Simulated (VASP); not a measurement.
# Si6S in VASP: notebook

The runs below take Si6S through single point, with PBE.

Everything below comes from runs of VASP 6.6.1. Logs are shortened: lines on timing, memory, paths and dates and some standing lists are left out, and cuts for length are marked.

### Step 1. The cell of the first run

The cell holds a slab with vacuum, 7 atoms: a = 3.868 Å, b = 5.470 Å, c = 19.224 Å, α = 90.00°, β = 90.00°, γ = 90.00°.

### Step 2. Single point, PBE, collinear spin

Contents of INCAR:

```
SYSTEM = Si6S
PREC = Accurate
ENCUT = 520
EDIFF = 1E-7
ISMEAR = 0
SIGMA = 0.05
LREAL = .False.
LASPH = .True.
NELM = 150
ALGO = Normal
ISIF = 2
LWAVE = .False.
LCHARG = .False.
ISPIN = 2
MAGMOM = 0 0 0 0 0 0 2
LORBIT = 11
LDIPOL = .True.
IDIPOL = 3
DIPOL = 0.5 0.5 0.333
GGA = PE
NBANDS = 28
```

Contents of KPOINTS:

```
regular mesh
0
Gamma
  7 5 1
  0 0 0
```

Contents of POSCAR:

```
Si6S
1.0
    3.8675355695      0.0000000000      0.0000000000
    0.0000000000      5.4695212554      0.0000000000
    0.0000000000      0.0000000000     19.2238421361
Si S
6 1
Direct
    0.5000000000      0.0000000000      0.2080749505
    0.0000000000      0.2500000000      0.2080749505
    0.0000000000      0.5024402202      0.3062860998
    0.5000000000      0.7475597798      0.3062860998
    0.5000000000      0.0098635024      0.4017845174
    0.0000000000      0.2401364976      0.4017845174
    0.5000000000      0.8431968357      0.4982913214
```

Potentials or basis: VASP PAW PBE potentials, release 64 (Si, S).

The run is started by

```console
> cat potpaw_PBE.64/Si/POTCAR potpaw_PBE.64/S/POTCAR > POTCAR
> mpirun -np 1 vasp_std > vasp.out
```

OUTCAR:

```text
SYSTEM = Si6S
   PREC = Accurate
   ENCUT = 520
   EDIFF = 1E-7
   ISMEAR = 0
   LREAL = .False.
   LASPH = .True.
   NELM = 150
   ISIF = 2
   ISPIN = 2
   LORBIT = 11
   GGA = PE

 ion  position               nearest neighbor table
   1  0.500  0.000  0.208-   4 2.34   2 2.37   2 2.37
   2  0.000  0.250  0.208-   3 2.34   1 2.37   1 2.37
   3  0.000  0.502  0.306-   6 2.33   2 2.34   4 2.35   4 2.35
   4  0.500  0.748  0.306-   5 2.33   1 2.34   3 2.35   3 2.35
   5  0.500  0.010  0.402-   7 2.07   6 2.31   6 2.31   4 2.33
   6  0.000  0.240  0.402-   5 2.31   5 2.31   3 2.33
   7  0.500  0.843  0.498-   5 2.07

  LATTYP: Found a simple orthorhombic cell.
 ALAT       =     3.8675355695
 B/A-ratio  =     1.4142135624
 C/A-ratio  =     4.9705663440

  Lattice vectors:

 A1 = (   3.8675355695,   0.0000000000,   0.0000000000)
 A2 = (   0.0000000000,   5.4695212554,   0.0000000000)
 A3 = (   0.0000000000,   0.0000000000,  19.2238421361)

Analysis of symmetry for initial positions (statically):
=====================================================================
 Subroutine PRICEL returns:
 Original cell was already a primitive cell.

 Routine SETGRP: Setting up the symmetry group for a
 simple orthorhombic supercell.

 Subroutine GETGRP returns: Found  2 space group operations
 (whereof  2 operations were pure point group operations)
 out of a pool of  8 trial point group operations.

The static configuration has the point symmetry C_1h.

Analysis of symmetry for dynamics (positions and initial velocities):
=====================================================================
 Subroutine PRICEL returns:
 Original cell was already a primitive cell.

 Routine SETGRP: Setting up the symmetry group for a
 simple orthorhombic supercell.

 Subroutine GETGRP returns: Found  2 space group operations
 (whereof  2 operations were pure point group operations)
 out of a pool of  8 trial point group operations.

The dynamic configuration has the point symmetry C_1h.

Analysis of structural, dynamic, and magnetic symmetry:
=====================================================================
 Subroutine PRICEL returns:
 Original cell was already a primitive cell.

 Routine SETGRP: Setting up the symmetry group for a
 simple orthorhombic supercell.

 Subroutine GETGRP returns: Found  2 space group operations
 (whereof  2 operations were pure point group operations)
 out of a pool of  8 trial point group operations.

The overall configuration has the point symmetry C_1h.

 Subroutine INISYM returns: Found  2 space group operations
 (whereof  2 operations are pure point group operations),
 and found     1 'primitive' translations

----------------------------------------------------------------------------------------

                                     Primitive cell

  volume of cell :     406.6529

  direct lattice vectors                    reciprocal lattice vectors
     3.867535570  0.000000000  0.000000000     0.258562586  0.000000000  0.000000000
     0.000000000  5.469521255  0.000000000     0.000000000  0.182831358  0.000000000
     0.000000000  0.000000000 19.223842136     0.000000000  0.000000000  0.052018738

  length of vectors
     3.867535570  5.469521255 19.223842136     0.258562586  0.182831358  0.052018738

  position of ions in fractional coordinates (direct lattice)
     0.500000000  0.000000000  0.208074950
     0.000000000  0.250000000  0.208074950
     0.000000000  0.502440220  0.306286100
     0.500000000  0.747559780  0.306286100
     0.500000000  0.009863502  0.401784517
     0.000000000  0.240136498  0.401784517
     0.500000000  0.843196836  0.498291321

  ion indices of the primitive-cell ions
   primitive index   ion index
                 1           1
                 2           2
                 3           3
                 4           4
                 5           5
                 6           6
                 7           7

----------------------------------------------------------------------------------------

 KPOINTS: regular mesh

Automatic generation of k-mesh.
 Grid dimensions read from file:
 generate k-points for:    7    5    1

 Generating k-lattice:

  Cartesian coordinates                     Fractional coordinates (reciprocal lattice)
     0.036937512  0.000000000  0.000000000     0.142857143  0.000000000  0.000000000
     0.000000000  0.036566272  0.000000000     0.000000000  0.200000000  0.000000000
     0.000000000  0.000000000  0.052018738     0.000000000  0.000000000  1.000000000

  Length of vectors
     0.036937512  0.036566272  0.052018738

  Shift w.r.t. Gamma in fractional coordinates (k-lattice)
     0.000000000  0.000000000  0.000000000

 Subroutine IBZKPT returns following result:
 ===========================================

 Found     12 irreducible k-points:

 Following reciprocal coordinates:
            Coordinates               Weight
  0.000000  0.000000  0.000000      1.000000
  0.142857  0.000000  0.000000      2.000000
  0.285714  0.000000  0.000000      2.000000
  0.428571  0.000000  0.000000      2.000000
  0.000000  0.200000  0.000000      2.000000
  0.142857  0.200000  0.000000      4.000000
  0.285714  0.200000  0.000000      4.000000
  0.428571  0.200000  0.000000      4.000000
  0.000000  0.400000  0.000000      2.000000
  0.142857  0.400000  0.000000      4.000000
  0.285714  0.400000  0.000000      4.000000
  0.428571  0.400000  0.000000      4.000000
   k-points           NKPTS =     12   k-points in BZ     NKDIM =     12   number of bands    NBANDS=     28
   number of dos      NEDOS =    301   number of ions     NIONS =      7
   total plane-waves  NPLWV = 181440
   dimension x,y,z NGX =    30 NGY =   42 NGZ =  144
   dimension x,y,z NGXF=    60 NGYF=   84 NGZF=  288
   ions per type =               6   1
   NGX,Y,Z   is equivalent  to a cutoff of  12.90, 12.77, 12.45 a.u.
   NGXF,Y,Z  is equivalent  to a cutoff of  25.79, 25.53, 24.91 a.u.
 SYSTEM =  Si6S
   PREC   = accura    normal or accurate (medium, high low for compatibility)
   ISTART =      0    job   : 0-new  1-cont  2-samecut
   ICHARG =      2    charge: 1-file 2-atom 10-const
   ISPIN  =      2    spin polarized calculation?
   LNONCOLLINEAR =      F non collinear calculations
   LSORBIT =      F    spin-orbit coupling
   LASPH  =      T    aspherical Exc in radial PAW
   ENCUT  =  520.0 eV  38.22 Ry    6.18 a.u.   7.19 10.17 35.74*2*pi/ulx,y,z
   NELM   =    150;   NELMIN=  2; NELMDL= -5     # of ELM steps
   EDIFF  = 0.1E-06   stopping-criterion for ELM
   LREAL  =      F    real-space projection
   EDIFFG = 0.1E-05   stopping-criterion for IOM
   NSW    =      0    number of steps for IOM
   IBRION =     -1    ionic relax: 0-MD 1-quasi-New 2-CG
   NFREE  =      0    steps in history (QN), initial steepest desc. (CG)
   ISIF   =      2    stress and relaxation
   ISYM   =      2    0-nonsym 1-usesym 2-fastsym
   POTIM  = 0.5000    time-step for ionic-motion
   TEBEG  =    0.0;   TEEND  =   0.0 temperature during run
   PSTRESS=    0.0 pullay stress
   NELECT =      30.0000    total number of electrons
   NUPDOWN=      -1.0000    fix difference up-down
   EMIN   =  10.00;   EMAX   =-10.00  energy-range for DOS
   EFERMI =   0.00;   METHOD = LEGACY
   ISMEAR =     0;   SIGMA  =   0.05  broadening in eV -4-tet -1-fermi 0-gaus
   EFERMI_NEDOS =   21; number of points for ismear=-14 and -15
   IALGO  =     38    algorithm
   IMIX   =      4    mixing-type and parameters
     AMIX     =   0.40;   BMIX     =  1.00
     AMIX_MAG =   1.60;   BMIX_MAG =  1.00
  volume/ion in A,a.u.               =      58.09       392.03
  Fermi-wavevector in a.u.,A,eV,Ry     =   0.686606  1.297496  6.414156  0.471427
  Thomas-Fermi vector in A             =   1.766882
   LORBIT       =     11    0 simple, 1 ext, 2 COOP (PROOUT), +10 PAW based schemes
   GGA     = PE    functional components
   LHFCALC =     F    Hartree Fock is set to
   AEXX    =    0.0000 exact exchange contribution
   IVDW    =     0    specifies the selected vdW correction
   LEPSILON=     F    determine dielectric tensor
   LRPA    =     F    only Hartree local field effects (RPA)
 spin polarized calculation
 Gauss-broadening in eV      SIGMA  =   0.05
  energy-cutoff  :      520.00
  volume of cell :      406.65
 maximum number of plane-waves:     10975
 NGX is ok and might be reduce to    30
   NGX = 15   NGY = 21   NGZ = 71

 dipolmoment           0.000000      0.000000     -0.149011 electrons x Angstroem

 number of electron      29.9999997 magnetization       0.6299847

 dipolmoment           0.000000      0.000000      0.187260 electrons x Angstroem

 Free energy of the ion-electron system (eV)
  ---------------------------------------------------
  ext. energy  EPLUGINS =         0.00000000
  ---------------------------------------------------
  free energy    TOTEN  =       -32.96709148 eV

  energy without entropy =      -32.96135935  energy(sigma->0) =      -32.96422542

 E-fermi :  -1.7105     XC(G=0):  -4.1302

 val. band max:       -1.7513270756   @ k =   0.0000   0.4000   0.0000
 cond. band min:      -1.6923800442   @ k =   0.2857   0.4000   0.0000
 fundamental gap:      0.0589470314
 Fermi energy:        -1.7105301582

 spin component 1

 k-point     1 :       0.0000    0.0000    0.0000
  band No.  band energies     occupation
      1     -14.0908      1.00000
      2     -12.7798      1.00000
      3     -10.9724      1.00000
      4      -9.7034      1.00000
      5      -8.7965      1.00000
      6      -6.4574      1.00000
[... 19 lines left out ...]
     26       3.6544      0.00000
     27       4.0365      0.00000
[... 301 lines left out ...]
 k-point    12 :       0.4286    0.4000    0.0000
  band No.  band energies     occupation
      1     -13.6702      1.00000
      2     -10.9830      1.00000
      3     -10.5961      1.00000
      4      -9.4527      1.00000
      5      -8.4972      1.00000
      6      -8.3584      1.00000
[... 19 lines left out ...]
     26       4.3445      0.00000
     27       4.5295      0.00000
 Fermi energy:        -1.7105301582

 spin component 2

 k-point     1 :       0.0000    0.0000    0.0000
  band No.  band energies     occupation
      1     -14.0288      1.00000
      2     -12.7133      1.00000
      3     -10.8824      1.00000
      4      -9.6549      1.00000
      5      -8.7300      1.00000
      6      -6.3622      1.00000
[... 19 lines left out ...]
     26       3.7531      0.00000
     27       4.0889      0.00000
[... 301 lines left out ...]
 k-point    12 :       0.4286    0.4000    0.0000
  band No.  band energies     occupation
      1     -13.5991      1.00000
      2     -10.9313      1.00000
      3     -10.5206      1.00000
      4      -9.3788      1.00000
      5      -8.4230      1.00000
      6      -8.2928      1.00000
[... 19 lines left out ...]
     26       4.4585      0.00000
     27       4.5846      0.00000
 [bands above 27 left out]

------------------------ aborting loop because EDIFF is reached ----------------------------------------

 vacuum level on the upper side and lower side of the slab       (xc-potential included)         0.741        -0.851

  FORCE on cell =-STRESS in cart. coord.  units (eV):
  Direction    XX          YY          ZZ          XY          YZ          ZX
  --------------------------------------------------------------------------------------
  -------------------------------------------------------------------------------------
  Total        0.0387937      1.4499494      0.5806488      0.0000000      0.0162266      0.0000000
  in kB        0.1528440      5.7126762      2.2877065      0.0000000      0.0639315      0.0000000
  external PRESSURE =       2.7177422 kB  Pullay stress =       0.0000000 kB

 VOLUME and BASIS-vectors are now :
 -----------------------------------------------------------------------------
  energy-cutoff  :      520.00
  volume of cell :      406.65
      direct lattice vectors                 reciprocal lattice vectors
     3.867535570  0.000000000  0.000000000     0.258562586  0.000000000  0.000000000
     0.000000000  5.469521255  0.000000000     0.000000000  0.182831358  0.000000000
     0.000000000  0.000000000 19.223842136     0.000000000  0.000000000  0.052018738

 POSITION                                       TOTAL-FORCE (eV/Angst)
 -----------------------------------------------------------------------------------
      1.93377      0.00000      4.00000         0.000000      0.508414     -0.091923
      0.00000      1.36738      4.00000         0.000000     -0.687455      0.224466
      0.00000      2.74811      5.88800         0.000000      0.206341      0.137251
      1.93377      4.08879      5.88800         0.000000     -0.182727     -0.748330
      1.93377      0.05395      7.72384         0.000000     -0.278833      1.099539
      0.00000      1.31343      7.72384         0.000000      0.761654     -0.601496
      1.93377      4.61188      9.57907         0.000000     -0.327392     -0.019507
 -----------------------------------------------------------------------------------
    total drift:                                0.000000     -0.000047     -0.000099

  FREE ENERGIE OF THE ION-ELECTRON SYSTEM (eV)
  ---------------------------------------------------
  free  energy   TOTEN  =       -32.9670914764 eV

  energy  without entropy=      -32.9613593543  energy(sigma->0) =      -32.96422542

 vacuum level on the upper side and lower side of the slab         4.486         2.880

 total charge

# of ion       s       p       d       tot
------------------------------------------
    1        0.796   0.838   0.000   1.634
    2        0.811   0.818   0.000   1.629
    3        0.770   0.916   0.000   1.686
    4        0.782   0.903   0.000   1.685
    5        0.752   0.935   0.000   1.687
    6        0.826   0.822   0.000   1.649
    7        1.370   2.289   0.000   3.659
--------------------------------------------------
tot          6.108   7.520   0.000  13.628

 magnetization (x)

# of ion       s       p       d       tot
------------------------------------------
    1        0.021   0.126   0.000   0.146
    2       -0.001  -0.019   0.000  -0.021
    3        0.005   0.010   0.000   0.015
    4       -0.001   0.004   0.000   0.003
    5        0.002   0.001   0.000   0.004
    6        0.007   0.024   0.000   0.031
    7        0.002   0.059   0.000   0.061
--------------------------------------------------
tot          0.034   0.205   0.000   0.240
```

It took 24 min on 1 thread of Oxide Virtual Turin-like, shared host; peak memory 0.65 GiB.

What came out:

- Free energy: -32.9671 eV
- Largest force: 1.134 eV/Å
- Net moment: 0.63 μB per cell
- Site moments: Si +0.15, -0.02, +0.01, +0.00, +0.03 (each value once); S +0.06 μB
- Valence electrons inside the program's atomic spheres: Si 1.63, 1.69, 1.65 (each value once); S 3.66

Forces on the atoms (eV/Å):
```
Si   0.000  0.508 -0.092
Si   0.000 -0.687  0.224
Si   0.000  0.206  0.137
Si   0.000 -0.183 -0.748
Si   0.000 -0.279  1.100
Si   0.000  0.762 -0.601
S    0.000 -0.327 -0.020
```

Caveat: a moment this small can come from the mesh or the smearing.

(Part 1 of 2 ends here.)
